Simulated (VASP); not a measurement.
CoO:

```xyz
2
Lattice="-1.5080 1.5080 2.1073 1.5080 -1.5080 2.1073 1.5080 1.5080 -2.1073" Properties=species:S:1:pos:R:3 pbc="T T T"
Co    0.0000    0.0000    0.0000
O     0.0000    0.0000    2.1073
```

| Property | Result |
| --- | --- |
| Program | VASP 6.6.1 |
| Task | relaxation of cell and atoms |
| Functional | PBE |
| Potentials or basis | VASP PAW PBE potentials, release 64 (Co, O) |
| Cutoff | 600 eV |
| k mesh | 12 × 12 × 12 |
| Occupations | fermi-dirac, width 0.05 eV |
| Spin | collinear spin, ferromagnetic start |
| Starting moments | [2.0, 0.0] μB |
| Hubbard terms | Co d U = 4.0 eV |

At the start: pressure 0.1 GPa; volume 9.58 Å³/atom.

How do energy, volume and symmetry change on relaxing?

Over 6 steps the energy falls by 9.5 meV/atom and the volume is 9.66 Å³/atom (+0.8 %); space group Fm-3m (No. 225, to 0.1 Å) before, I4/mmm (No. 139, to 0.1 Å); moment 3.00 μB per cell.

Step by step:
```
step  energy change (eV)  largest force (eV/Å)  pressure (GPa)  volume (Å³)
   1              0.0000                0.0000            0.12        19.17
   2             -0.0115                0.0000            0.16        19.18
   3             -0.0185                0.0000            1.04        19.20
   4             -0.0185                0.0000            1.08        19.20
   5             -0.0186                0.0000           -1.08        19.43
   6             -0.0190                0.0000           -0.03        19.32
```

Final structure:
```cif
data_structure
_symmetry_space_group_name_H-M 'P 1'
_symmetry_Int_Tables_number 1
_cell_length_a 2.9805
_cell_length_b 2.9805
_cell_length_c 2.9805
_cell_angle_alpha 117.688
_cell_angle_beta 117.688
_cell_angle_gamma 94.053
_cell_volume 19.32
loop_
_atom_site_label
_atom_site_type_symbol
_atom_site_fract_x
_atom_site_fract_y
_atom_site_fract_z
_atom_site_occupancy
Co1 Co 0.00000 0.00000 0.00000 1
O1 O 0.50000 0.50000 0.00000 1
```

Caveat: a cell with one magnetic atom can't hold antiferromagnetic order, which such compounds often take.
